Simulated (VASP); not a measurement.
Here is a VASP 6.6.1 calculation.

Contents of POSCAR:

```
ZnS
1.0
    0.0000000000      2.7046490548      2.7046490548
    2.7046490548      0.0000000000      2.7046490548
    2.7046490548      2.7046490548      0.0000000000
Zn S
1 1
Direct
    0.0000000000      0.0000000000      0.0000000000
    0.7500000000      0.7500000000      0.7500000000
```

The input INCAR.step1:

```
SYSTEM = ZnS
PREC = Accurate
ENCUT = 520
EDIFF = 1E-5
ISMEAR = 0
SIGMA = 0.05
LREAL = .FALSE.
LASPH = .TRUE.
NELM = 60
ALGO = Normal
ISIF = 2
LWAVE = .TRUE.
LCHARG = .FALSE.
NBANDS = 16
GGA = PE
```

The input INCAR.step2:

```
SYSTEM = ZnS
PREC = Accurate
ENCUT = 520
EDIFF = 1E-6
ISMEAR = 0
SIGMA = 0.05
LREAL = .FALSE.
LASPH = .TRUE.
NELM = 60
ALGO = Normal
ISIF = 2
LWAVE = .FALSE.
LCHARG = .FALSE.
GGA = PE
LHFCALC = .TRUE.
AEXX = 0.1
PRECFOCK = Normal
NBANDS = 16
ISTART = 1
```

KPOINTS

```
regular mesh
0
G
  4 4 4
  0 0 0
```

Potentials or basis: VASP PAW PBE potentials, release 64 (Zn, S).

The run is started by

```sh
$ cat potpaw_PBE.64/Zn/POTCAR potpaw_PBE.64/S/POTCAR > POTCAR
$ cp INCAR.step1 INCAR
$ mpirun -np 1 vasp_std > vasp.out
$ cp INCAR.step2 INCAR
$ mpirun -np 1 vasp_std > vasp.out
```

Predict the band gap on the k mesh.

2.87 eV.

What does it give for the pressure?

1.3 GPa.

Caveat: the k points lie up to 0.50 Å⁻¹ apart; the PAW data sets were made with another functional, which shifts forces and pressure a little.
